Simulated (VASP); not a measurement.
Runs of VASP 6.6.1 on HfN. The structure is that of space group Fm-3m (No. 225), or close to it. The cells are those of the table. 

```csv
task,level,potentials or basis,cell,cutoff (eV),gap on the mesh (eV),pressure (GPa),relaxed volume (Å³/atom)
relaxation of cell and atoms,LDA,"VASP PAW LDA potentials, release 64 (Hf_pv, N)","relaxed from a = 3.190 Å, angles 60.0°, 2 atoms",600,none,0.0,(b)
relaxation of cell and atoms,PBEsol,"VASP PAW PBE potentials, release 64 (Hf_pv, N)","relaxed from a = 3.190 Å, angles 60.0°, 2 atoms",600,none,0.0,11.32
single point,PBEsol,"VASP PAW PBE potentials, release 64 (Hf_pv, N)","a = 3.183 Å, angles 60.0°, 2 atoms",520,none,-2.1,-
single point,LDA,"VASP PAW LDA potentials, release 64 (Hf_pv, N)","a = 3.159 Å, angles 60.0°, 2 atoms",520,none,-1.2,-
single point,revPBE+D3(BJ),"VASP PAW PBE potentials, release 64 (Hf_pv, N)","a = 3.188 Å, angles 60.0°, 2 atoms",520,none,(a),-
```

Alike in all rows: no spin polarisation; k mesh 11 × 11 × 11; smearing methfessel-paxton 0.05 eV.

Problem. Fill in the values left out.

Solution. (a) -2.4; (b) 11.11.

Caveats: spin-orbit coupling is left out, which moves the levels of the heavy elements; the PAW data sets were made with another functional, which shifts forces and pressure a little (some runs); pairwise dispersion overbinds metals, which lowers pressure and volume (some runs).

A k mesh can miss the band edges, and the runs leave out spin-orbit coupling on Hf.

A gap of «none» marks levels without a gap at the run's occupations.
